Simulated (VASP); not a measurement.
**TaN: single point with LDA+U**

TaN:

```
Ta N
1.0
     2.93800    0.00000    0.00000
    -1.46900    2.54438    0.00000
     0.00000    0.00000    2.88300
Ta N
1 1
Direct
  0.00000 0.00000 0.50000
  0.66667 0.33333 0.00000
```

| Item | Value |
| --- | --- |
| Program | VASP 6.6.1 |
| Task | single point |
| Functional | LDA |
| Potentials or basis | VASP PAW LDA potentials, release 64 (Ta_sv_GW, N) |
| Cutoff | 600 eV |
| k mesh | 10 × 10 × 9 |
| Occupations | fermi-dirac, width 0.05 eV |
| Spin | no spin polarisation |
| Hubbard terms | Ta d U = 1.0 eV |

```
Pressure               : -7.3 GPa
Band gap on the k mesh : zero (band 9 reaches 12.49 eV, above the bottom of band 10 at 12.19 eV)
```

Stress tensor (GPa, compression positive):
```
-6.96  0.00  0.00
 0.00 -6.96  0.00
 0.00  0.00 -8.04
```

Levels at points of the mesh, in eV from the Fermi level:
```
           k point  band 6  band 7  band 8  band 9  band 10  band 11  band 12  band 13
(0.00, 0.00, 0.00)   -4.63   -4.63   -4.28   -3.00     2.19     3.50     3.50     3.99
(0.50, 0.00, 0.00)   -8.37   -5.24   -3.54   -3.25     2.99     3.96     5.13     5.25
```

Eigenvalues of the final occupation matrices:
| site | spin | trace | eigenvalues |
| --- | --- | --- | --- |
| site 1 d | 1 | 1.21 | 0.19 0.19 0.26 0.26 0.31 |
| site 1 d | 2 | 1.21 | 0.19 0.19 0.26 0.26 0.31 |

Run time: 15 s on 1 thread of Intel(R) Xeon(R) Platinum 8259CL CPU @ 2.50GHz (Skylake/Cascade Lake) (shared host), peak memory 0.16 GiB.

Caveat: spin-orbit coupling is left out, which moves the levels of the heavy elements; U without spin polarisation on a metal has little footing.
